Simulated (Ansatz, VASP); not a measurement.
## Two plane-wave programs on Ni

File INCAR:

```
SYSTEM = Ni
PREC     = Accurate       ! precision mode
ENCUT    = 520            ! plane-wave cutoff, eV
EDIFF    = 1E-7           ! SCF threshold, eV
ISMEAR   = 0              ! smearing method
SIGMA    = 0.15           ! smearing width, eV
LREAL    = .False.        ! projectors in reciprocal space
LASPH    = .True.         ! aspherical terms in the spheres
NELM     = 150            ! most SCF steps
ALGO     = Normal         ! electronic algorithm
ISIF     = 2              ! what is computed and relaxed
LWAVE    = .False.        ! write WAVECAR
LCHARG   = .False.        ! write CHGCAR
ISPIN    = 2              ! spin polarisation
MAGMOM   = 0.81           ! initial moments
LORBIT   = 11             ! projections on sites
LMAXMIX  = 4              ! l up to which the mixer works
GGA      = PS             ! functional
NBANDS   = 15             ! bands
```

The input KPOINTS:

```
regular mesh
0
Gamma
  22 22 22
  0 0 0
```

File POSCAR:

```
Ni
1.0
    0.0000000000      1.6972320000      1.6972320000
    1.6972320000      0.0000000000      1.6972320000
    1.6972320000      1.6972320000      0.0000000000
Ni
1
Direct
    0.0000000000      0.0000000000      0.0000000000
```

Input for Ansatz:

```yaml
crystal:
  lattice:
    - [0.0, 1.697232, 1.697232]
    - [1.697232, 0.0, 1.697232]
    - [1.697232, 1.697232, 0.0]
  atoms:
    - { symbol: Ni, position: [0.0, 0.0, 0.0], spin: 0.81 }
basis:
  ecutwfc: 420
kpoints:
  mp_grid: { grid: [22, 22, 22] }
hamiltonian:
  xc: pbesol
scf:
  occupations: { method: gaussian, width: 0.15 }
output:
  forces: true
  stress: true
  eigenvalues: true
  populations: true
  write_density: true
  write_potential: true
  elf: true
  volumetric_format: npy
magnetization:
  spin_polarized: true
```

Change from the starting cell: strain -0.040 along x and y, -0.040 along z, atoms carried along.

Alike in both runs: task single point; functional PBEsol; k mesh 22 × 22 × 22; occupations gaussian, width 0.15 eV; collinear spin.

|  | VASP | Ansatz |
| --- | --- | --- |
| version | VASP 6.6.1 | Ansatz 0.2.0 |
| potentials or method | VASP PAW PBE potentials, release 64 (Ni), cutoff 520 eV | scalar-relativistic, plane waves, PAW |
| valence electrons in the cell | 10 | 18 |

VASP gave:

```
gap on the k mesh at the Fermi level (eV)                     : none
pressure (GPa)                                                : 15.8
net moment per atom (μB)                                      : 0.60
size of the moment on the site where the two differ most (μB) : 0.60
```

Question: What did Ansatz give for the same quantities?

Answer: gap on the k mesh at the Fermi level (eV): none; pressure (GPa): 16.2; net moment per atom (μB): 0.61; size of the moment on the site where the two differ most (μB): 0.65.

VASP's potentials were made for PBE, not for PBEsol. Site moments also hang on the region over which each program counts them. A gap of «none» marks a metal or a gap that the smearing closes. VASP's potentials hold 10 valence electrons a cell and Ansatz's 18, so a difference there can come from the potentials and not from the codes.
